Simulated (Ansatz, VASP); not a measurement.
**YPtC4N4: VASP beside Ansatz**

```
Y Pt C N
1.0
     6.11645    0.00000    0.00000
     0.00000    6.11645    0.00000
     0.00000    0.00000    6.11645
Y Pt C N
1 1 4 4
Direct
  0.50000 0.50000 0.50000
  0.00000 0.00000 0.00000
  0.18095 0.18095 0.18095
  0.18095 0.81905 0.81905
  0.81905 0.18095 0.81905
  0.81905 0.81905 0.18095
  0.29139 0.29139 0.29139
  0.29139 0.70861 0.70861
  0.70861 0.29139 0.70861
  0.70861 0.70861 0.29139
```

Alike in both runs: task relaxation of cell and atoms; functional PBE; k mesh 4 × 4 × 4; occupations gaussian, width 0.1 eV; no spin polarisation.

|  | VASP | Ansatz |
| --- | --- | --- |
| version | VASP 6.6.1 | Ansatz 0.2.0 |
| potentials or method | VASP PAW PBE potentials, release 64 (Y_sv, Pt, C, N), cutoff 600 eV | scalar-relativistic, plane waves, PAW |
| valence electrons in the cell | 57 | 65 |

|  | VASP | Ansatz | Ansatz less VASP |
| --- | --- | --- | --- |
| gap on the k mesh at the Fermi level, each at its own relaxed structure (eV) | none | none | - |
| relaxed volume (Å³/atom) | 24.32 | 24.27 | -0.054 |
| relaxed length of the cell vector where the two differ most in proportion (Å) | 6.242 | 6.237 | -0.0046 |

A gap of «none» marks a metal or a gap that the smearing closes. VASP's potentials hold 57 valence electrons a cell and Ansatz's 65, so a difference there can come from the potentials and not from the codes.

Spin-orbit coupling is off throughout. Noted on VASP's run: the standard files for N, O and F lose accuracy on very short bonds.
